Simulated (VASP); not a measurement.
# Yb2I (P6/mmm) in VASP: a series of runs

Runs on Yb2I. Level: PBE. Tasks: single point.

All numbers are computed with VASP 6.6.1; they aren't measurements. Logs are shortened: lines on timing, memory, paths and dates and some standing lists are left out, and cuts for length are marked.

## 1. The cell of the first run

Symmetry: P6/mmm, No. 191, hexagonal system. Conventional cell: a = 6.047 Å, b = 6.047 Å, c = 3.770 Å, α = 90.00°, β = 90.00°, γ = 120.00°. Yb (site symmetry -6m2) has 5 Yb at 3.49 to 3.77 Å and 6 I at 3.97 Å within 4.6 Å. I (site symmetry 6/mmm) has 2 I at 3.77 Å and 12 Yb at 3.97 Å within 5.0 Å.

## 2. Single point, PBE

Contents of INCAR:

```
PREC     = Accurate       # precision mode
ENCUT    = 520            # plane-wave cutoff, eV
EDIFF    = 1E-6           # SCF threshold, eV
ISMEAR   = 0              # smearing method
SIGMA    = 0.1            # smearing width, eV
LREAL    = F              # projectors in reciprocal space
LASPH    = T              # aspherical terms in the spheres
NELM     = 100            # most SCF steps
ALGO     = Normal         # electronic algorithm
ISIF     = 2              # what is computed and relaxed
LWAVE    = F              # write WAVECAR
LCHARG   = F              # write CHGCAR
GGA      = PE             # functional
NBANDS   = 34             # bands
```

Contents of KPOINTS:

```
Automatic mesh
0
Gamma
  9 9 12
```

Contents of POSCAR:

```
Yb2I
1.0
    6.0472895006      0.0000000000      0.0000000000
   -3.0236447503      5.2371063315      0.0000000000
    0.0000000000      0.0000000000      3.7695675624
Yb I
2 1
Direct
    0.6666666667      0.3333333333      0.5000000000
    0.3333333333      0.6666666667      0.5000000000
    0.0000000000      0.0000000000      0.0000000000
```

Potentials or basis: VASP PAW PBE potentials, release 64 (Yb, I).

The run is started by

```console
cat potpaw_PBE.64/Yb/POTCAR potpaw_PBE.64/I/POTCAR > POTCAR
mpirun -np 1 vasp_std > vasp.out
```

OUTCAR:

```text
PREC = Accurate
   ENCUT = 520
   EDIFF = 1E-6
   ISMEAR = 0
   LREAL = F
   LASPH = T
   NELM = 100
   ISIF = 2
   GGA = PE

 ion  position               nearest neighbor table
   1  0.667  0.333  0.500-   2 3.49   2 3.49   2 3.49
   2  0.333  0.667  0.500-   1 3.49   1 3.49   1 3.49
   3  0.000  0.000  0.000-

  LATTYP: Found a hexagonal cell.
 ALAT       =     6.0472895006
 C/A-ratio  =     0.6233482889

  Lattice vectors:

 A1 = (   6.0472895006,   0.0000000000,   0.0000000000)
 A2 = (  -3.0236447503,   5.2371063315,   0.0000000000)
 A3 = (   0.0000000000,   0.0000000000,   3.7695675624)

Analysis of symmetry for initial positions (statically):
=====================================================================
 Subroutine PRICEL returns:
 Original cell was already a primitive cell.

 Routine SETGRP: Setting up the symmetry group for a
 hexagonal supercell.

 Subroutine GETGRP returns: Found 24 space group operations
 (whereof 24 operations were pure point group operations)
 out of a pool of 24 trial point group operations.

The static configuration has the point symmetry D_6h.

Analysis of symmetry for dynamics (positions and initial velocities):
=====================================================================
 Subroutine PRICEL returns:
 Original cell was already a primitive cell.

 Routine SETGRP: Setting up the symmetry group for a
 hexagonal supercell.

 Subroutine GETGRP returns: Found 24 space group operations
 (whereof 24 operations were pure point group operations)
 out of a pool of 24 trial point group operations.

The dynamic configuration has the point symmetry D_6h.

 Subroutine INISYM returns: Found 24 space group operations
 (whereof 24 operations are pure point group operations),
 and found     1 'primitive' translations

----------------------------------------------------------------------------------------

                                     Primitive cell

  volume of cell :     119.3833

  direct lattice vectors                    reciprocal lattice vectors
     6.047289501  0.000000000  0.000000000     0.165363342  0.095472570  0.000000000
    -3.023644750  5.237106331  0.000000000     0.000000000  0.190945140  0.000000000
     0.000000000  0.000000000  3.769567562     0.000000000  0.000000000  0.265282419

  length of vectors
     6.047289501  6.047289501  3.769567562     0.190945140  0.190945140  0.265282419

  position of ions in fractional coordinates (direct lattice)
     0.666666667  0.333333333  0.500000000
     0.333333333  0.666666667  0.500000000
     0.000000000  0.000000000  0.000000000

  ion indices of the primitive-cell ions
   primitive index   ion index
                 1           1
                 2           2
                 3           3

----------------------------------------------------------------------------------------

 KPOINTS: Automatic mesh

Automatic generation of k-mesh.
 Grid dimensions read from file:
 generate k-points for:    9    9   12

 Generating k-lattice:

  Cartesian coordinates                     Fractional coordinates (reciprocal lattice)
     0.018373705  0.010608063  0.000000000     0.111111111  0.000000000  0.000000000
     0.000000000  0.021216127  0.000000000     0.000000000  0.111111111  0.000000000
     0.000000000  0.000000000  0.022106868     0.000000000  0.000000000  0.083333333

  Length of vectors
     0.021216127  0.021216127  0.022106868

  Shift w.r.t. Gamma in fractional coordinates (k-lattice)
     0.000000000  0.000000000  0.000000000

 Subroutine IBZKPT returns following result:
 ===========================================

 Found     84 irreducible k-points:

 Following reciprocal coordinates:
            Coordinates               Weight
  0.000000  0.000000  0.000000      1.000000
  0.111111 -0.000000  0.000000      6.000000
  0.222222  0.000000  0.000000      6.000000
  0.333333  0.000000  0.000000      6.000000
  0.444444  0.000000  0.000000      6.000000
  0.111111  0.111111  0.000000      6.000000
[... 16 lines left out ...]
  0.333333  0.222222  0.083333     24.000000
  0.333333  0.333333  0.083333      4.000000
 [... further k-points ...]
   k-points           NKPTS =     84   k-points in BZ     NKDIM =     84   number of bands    NBANDS=     34
   number of dos      NEDOS =    301   number of ions     NIONS =      3
   total plane-waves  NPLWV =  64512
   dimension x,y,z NGX =    48 NGY =   48 NGZ =   28
   dimension x,y,z NGXF=    96 NGYF=   96 NGZF=   56
   ions per type =               2   1
   NGX,Y,Z   is equivalent  to a cutoff of  13.20, 13.20, 12.35 a.u.
   NGXF,Y,Z  is equivalent  to a cutoff of  26.39, 26.39, 24.70 a.u.
 SYSTEM =  unknown system
   PREC   = accura    normal or accurate (medium, high low for compatibility)
   ISTART =      0    job   : 0-new  1-cont  2-samecut
   ICHARG =      2    charge: 1-file 2-atom 10-const
   ISPIN  =      1    spin polarized calculation?
   LNONCOLLINEAR =      F non collinear calculations
   LSORBIT =      F    spin-orbit coupling
   LASPH  =      T    aspherical Exc in radial PAW
   ENCUT  =  520.0 eV  38.22 Ry    6.18 a.u.  11.24 11.24  7.01*2*pi/ulx,y,z
   NELM   =    100;   NELMIN=  2; NELMDL= -5     # of ELM steps
   EDIFF  = 0.1E-05   stopping-criterion for ELM
   LREAL  =      F    real-space projection
   EDIFFG = 0.1E-04   stopping-criterion for IOM
   NSW    =      0    number of steps for IOM
   IBRION =     -1    ionic relax: 0-MD 1-quasi-New 2-CG
   NFREE  =      0    steps in history (QN), initial steepest desc. (CG)
   ISIF   =      2    stress and relaxation
   ISYM   =      2    0-nonsym 1-usesym 2-fastsym
   POTIM  = 0.5000    time-step for ionic-motion
   TEBEG  =    0.0;   TEEND  =   0.0 temperature during run
   PSTRESS=    0.0 pullay stress
   NELECT =      55.0000    total number of electrons
   NUPDOWN=      -1.0000    fix difference up-down
   EMIN   =  10.00;   EMAX   =-10.00  energy-range for DOS
   EFERMI =   0.00;   METHOD = LEGACY
   ISMEAR =     0;   SIGMA  =   0.10  broadening in eV -4-tet -1-fermi 0-gaus
   EFERMI_NEDOS =   21; number of points for ismear=-14 and -15
   IALGO  =     38    algorithm
   IMIX   =      4    mixing-type and parameters
     AMIX     =   0.40;   BMIX     =  1.00
     AMIX_MAG =   1.60;   BMIX_MAG =  1.00
  volume/ion in A,a.u.               =      39.79       268.55
  Fermi-wavevector in a.u.,A,eV,Ry     =   1.264390  2.389351 21.751402  1.598683
  Thomas-Fermi vector in A             =   2.397698
   LORBIT       =      0    0 simple, 1 ext, 2 COOP (PROOUT), +10 PAW based schemes
   GGA     = PE    functional components
   LHFCALC =     F    Hartree Fock is set to
   AEXX    =    0.0000 exact exchange contribution
   IVDW    =     0    specifies the selected vdW correction
   LEPSILON=     F    determine dielectric tensor
   LRPA    =     F    only Hartree local field effects (RPA)
 non-spin polarized calculation
 Gauss-broadening in eV      SIGMA  =   0.10
  energy-cutoff  :      520.00
  volume of cell :      119.38
 maximum number of plane-waves:      3260
 NGX is ok and might be reduce to    48
   NGX = 23   NGY = 23   NGZ = 15

 number of electron      55.0000000 magnetization

 Free energy of the ion-electron system (eV)
  ---------------------------------------------------
  ext. energy  EPLUGINS =         0.00000000
  ---------------------------------------------------
  free energy    TOTEN  =        -8.91132401 eV

  energy without entropy =       -8.89677032  energy(sigma->0) =       -8.90404717

 E-fermi :   2.6929     XC(G=0):  -8.7984

 val. band max:        2.6867983985   @ k =   0.3333   0.3333   0.3333
 cond. band min:       2.7059401296   @ k =   0.3333   0.0000   0.2500
 fundamental gap:      0.0191417311
 Fermi energy:         2.6929085255

 k-point     1 :       0.0000    0.0000    0.0000
  band No.  band energies     occupation
      1     -49.3056      2.00000
      2     -49.2867      2.00000
      3     -21.8243      2.00000
      4     -21.8243      2.00000
      5     -21.6357      2.00000
      6     -21.6118      2.00000
[... 26 lines left out ...]
     33       6.1789      0.00000
     34       6.2374      0.00000

 k-point     2 :       0.1111   -0.0000    0.0000
  band No.  band energies     occupation
      1     -49.3051      2.00000
      2     -49.2872      2.00000
      3     -21.8264      2.00000
      4     -21.8196      2.00000
      5     -21.6345      2.00000
      6     -21.6168      2.00000
[... 26 lines left out ...]
     33       6.1995      0.00000
     34       6.2312      0.00000

 k-point     3 :       0.2222    0.0000    0.0000
  band No.  band energies     occupation
      1     -49.3036      2.00000
      2     -49.2886      2.00000
      3     -21.8315      2.00000
      4     -21.8067      2.00000
      5     -21.6312      2.00000
      6     -21.6307      2.00000
[... 26 lines left out ...]
     33       6.0869      0.00000
     34       6.2631      0.00000

 k-point     4 :       0.3333    0.0000    0.0000
  band No.  band energies     occupation
      1     -49.3016      2.00000
      2     -49.2907      2.00000
      3     -21.8370      2.00000
      4     -21.7890      2.00000
      5     -21.6493      2.00000
      6     -21.6264      2.00000
[... 26 lines left out ...]
     33       5.9842      0.00000
     34       6.0025      0.00000

 k-point     5 :       0.4444    0.0000    0.0000
  band No.  band energies     occupation
      1     -49.2996      2.00000
      2     -49.2926      2.00000
      3     -21.8405      2.00000
      4     -21.7744      2.00000
      5     -21.6646      2.00000
      6     -21.6219      2.00000
[... 621 lines left out ...]
 k-point    22 :       0.2222    0.2222    0.0833
  band No.  band energies     occupation
      1     -49.3001      2.00000
      2     -49.2916      2.00000
      3     -21.8420      2.00000
      4     -21.7706      2.00000
      5     -21.6659      2.00000
      6     -21.6337      2.00000
[... 26 lines left out ...]
     33       5.9483      0.00000
     34       6.0874      0.00000

 k-point    23 :       0.3333    0.2222    0.0833
  band No.  band energies     occupation
      1     -49.2980      2.00000
      2     -49.2937      2.00000
      3     -21.8463      2.00000
      4     -21.7482      2.00000
      5     -21.6886      2.00000
      6     -21.6288      2.00000
[... 26 lines left out ...]
     33       6.0600      0.00000
     34       6.2781      0.00000

 k-point    24 :       0.3333    0.3333    0.0833
  band No.  band energies     occupation
      1     -49.2959      2.00000
      2     -49.2959      2.00000
      3     -21.8488      2.00000
      4     -21.7184      2.00000
      5     -21.7184      2.00000
      6     -21.6237      2.00000
[... 26 lines left out ...]
     33       6.3263      0.00000
     34       6.4213      0.00000

 [... further k-points ...]
[... 5 lines left out ...]
  --------------------------------------------------------------------------------------
  -------------------------------------------------------------------------------------
  Total        2.7829397      2.7829397      1.1579443      0.0000000     -0.0000000      0.0000000
  in kB       37.3482880     37.3482880     15.5401266      0.0000000     -0.0000000      0.0000000
  external PRESSURE =      30.0789008 kB  Pullay stress =       0.0000000 kB

 VOLUME and BASIS-vectors are now :
 -----------------------------------------------------------------------------
  energy-cutoff  :      520.00
  volume of cell :      119.38
      direct lattice vectors                 reciprocal lattice vectors
     6.047289501  0.000000000  0.000000000     0.165363342  0.095472570  0.000000000
    -3.023644750  5.237106331  0.000000000     0.000000000  0.190945140  0.000000000
     0.000000000  0.000000000  3.769567562     0.000000000  0.000000000  0.265282419

 POSITION                                       TOTAL-FORCE (eV/Angst)
 -----------------------------------------------------------------------------------
      3.02364      1.74570      1.88478        -0.000000     -0.000000      0.000000
     -0.00000      3.49140      1.88478         0.000000      0.000000     -0.000000
      0.00000      0.00000      0.00000         0.000000     -0.000000      0.000000
 -----------------------------------------------------------------------------------
    total drift:                               -0.000000      0.000000     -0.000000

  FREE ENERGIE OF THE ION-ELECTRON SYSTEM (eV)
  ---------------------------------------------------
  free  energy   TOTEN  =        -8.9113240081 eV

  energy  without entropy=       -8.8967703250  energy(sigma->0) =       -8.90404717
```

Wall time 17 min (1 thread of Intel Xeon Platinum 8375C at 2.90GHz (Ice Lake), shared host); peak memory 0.48 GiB.

Results:

```yaml
Free_energy: -8.9113 eV
Pressure: 3.0 GPa
```

Caveat: spin-orbit coupling is left out, which moves the levels of the heavy elements; an odd number of electrons without spin polarisation forces a metal; a magnetic or distorted state may lie lower; without U or exact exchange the open f shell lies at the Fermi level, which spoils levels, moments and volumes. Spin polarisation is off, so any magnetic state and its effect on volume and gap are missing.

## 3. Single point, PBE

Contents of INCAR:

```
  PREC = Accurate
  ENCUT = 520
  EDIFF = 1E-7
  ISMEAR = 0
  SIGMA = 0.1
  LREAL = False
  LASPH = True
  NELM = 100
  ALGO = Normal
  ISIF = 2
  LWAVE = False
  LCHARG = True
  GGA = PE
  LELF = True
  LVHAR = True
  NBANDS = 34
```

Contents of KPOINTS:

```
regular mesh
0
Gamma
  9 9 12
```

POSCAR is that of step 2.

Potentials or basis: VASP PAW PBE potentials, release 64 (Yb, I).

The run is started by

```console
cat potpaw_PBE.64/Yb/POTCAR potpaw_PBE.64/I/POTCAR > POTCAR
mpirun -np 1 vasp_std > vasp.out
```

It took 23 min on 1 thread of Intel Xeon Platinum 8375C at 2.90GHz (Ice Lake), shared host; peak memory 0.48 GiB.

Results (log left out):

- Free energy: -8.9109 eV
- Pressure: -0.4 GPa

Levels at points of the mesh, in eV from the Fermi level:
```tsv
k point	band 25	band 26	band 27	band 28	band 29	band 30
(0.00, 0.00, 0.00)	-0.28	-0.27	-0.26	0.28	0.71	0.71
(0.00, 0.00, 0.50)	-0.27	-0.26	0.12	0.34	0.34	0.38
```

Caveat: spin-orbit coupling is left out, which moves the levels of the heavy elements; an odd number of electrons without spin polarisation forces a metal; a magnetic or distorted state may lie lower; without U or exact exchange the open f shell lies at the Fermi level, which spoils levels, moments and volumes.
